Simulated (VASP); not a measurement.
Wanted: the native input for a VASP 6.6.1 run.

| Property | Result |
| --- | --- |
| Task | single point |
| Functional | PBE |
| Potentials or basis | VASP PAW PBE potentials, release 64 (B, P) |
| Cutoff | 520 eV |
| k mesh | 6 × 6 × 6 |
| Occupations | gaussian, width 0.1 eV |
| Spin | no spin polarisation |
| Dipole correction | no |
| Further INCAR settings | ALGO = Normal; EDIFF = 1e-07; NBANDS = 14 |

The structure of BP2 lies in POSCAR:

```
BP2
1.0
    0.0000000000      2.7161116663      2.7161116663
    2.7161116663      0.0000000000      2.7161116663
    2.7161116663      2.7161116663      0.0000000000
B P
1 2
Direct
    0.0000000000      0.0000000000      0.0000000000
    0.2500000000      0.2500000000      0.2500000000
    0.7500000000      0.7500000000      0.7500000000
```

These files were run (other wordings do the same):

INCAR

```
SYSTEM = BP2
PREC = Accurate
ENCUT = 520
EDIFF = 1E-7
ISMEAR = 0
SIGMA = 0.1
LREAL = .False.
LASPH = .True.
NELM = 80
ALGO = Normal
ISIF = 2
LWAVE = .False.
LCHARG = .False.
GGA = PE
NBANDS = 14
```

KPOINTS

```
regular mesh
0
Gamma
  6 6 6
  0 0 0
```

Potentials or basis: VASP PAW PBE potentials, release 64 (B, P).

Command:

```console
$ cat potpaw_PBE.64/B/POTCAR potpaw_PBE.64/P/POTCAR > POTCAR
$ mpirun -np 1 vasp_std > vasp.out
```

Results of the run:

```json
{
 "Pressure": "-6.9 GPa"
}
```

Wall time 5.8 s on 1 thread of Intel(R) Xeon(R) 6975P-C (Granite Rapids), with other jobs on the host, peak memory 0.15 GiB.
